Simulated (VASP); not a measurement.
SnSe:

```
Sn Se
1.0
     0.00000    3.01000    3.01000
     3.01000    0.00000    3.01000
     3.01000    3.01000    0.00000
Sn Se
1 1
Direct
  0.00000 0.00000 0.00000
  0.50000 0.50000 0.50000
```

```yaml
Program: VASP 6.6.1
Task: relaxation of cell and atoms
Functional: BLYP
Potentials_or_basis: VASP PAW PBE potentials, release 64 (Sn_d, Se)
Cutoff: 600 eV
k_mesh: 8 × 8 × 8
Occupations: fermi-dirac, width 0.05 eV
Spin: no spin polarisation
```

At the start: pressure 5.0 GPa; volume 27.27 Å³/atom.

Where does the relaxation end?

Over 5 steps the energy falls by 40.3 meV/atom and the volume is 30.12 Å³/atom (+10.5 %); space group Fm-3m (No. 225, to 0.05 Å).

Step by step:
| step | energy change (eV) | largest force (eV/Å) | pressure (GPa) | volume (Å³) |
| --- | --- | --- | --- | --- |
| 1 | 0.0000 | 0.0000 | 4.96 | 54.54 |
| 2 | -0.0776 | 0.0000 | -0.84 | 61.49 |
| 3 | -0.0807 | 0.0000 | 0.03 | 60.18 |
| 4 | -0.0807 | 0.0000 | -0.03 | 60.29 |
| 5 | -0.0807 | 0.0000 | 0.00 | 60.25 |

Final structure:
```cif
data_structure
_symmetry_space_group_name_H-M 'P 1'
_symmetry_Int_Tables_number 1
_cell_length_a 4.4004
_cell_length_b 4.4004
_cell_length_c 4.4004
_cell_angle_alpha 60.000
_cell_angle_beta 60.000
_cell_angle_gamma 60.000
_cell_volume 60.25
loop_
_atom_site_label
_atom_site_type_symbol
_atom_site_fract_x
_atom_site_fract_y
_atom_site_fract_z
_atom_site_occupancy
Sn1 Sn 0.00000 0.00000 0.00000 1
Se1 Se 0.50000 0.50000 0.50000 1
```

Caveat: the PAW data sets were made with another functional, which shifts forces and pressure a little; the volume moved by +10 % from the deposited cell, more than functionals usually miss.
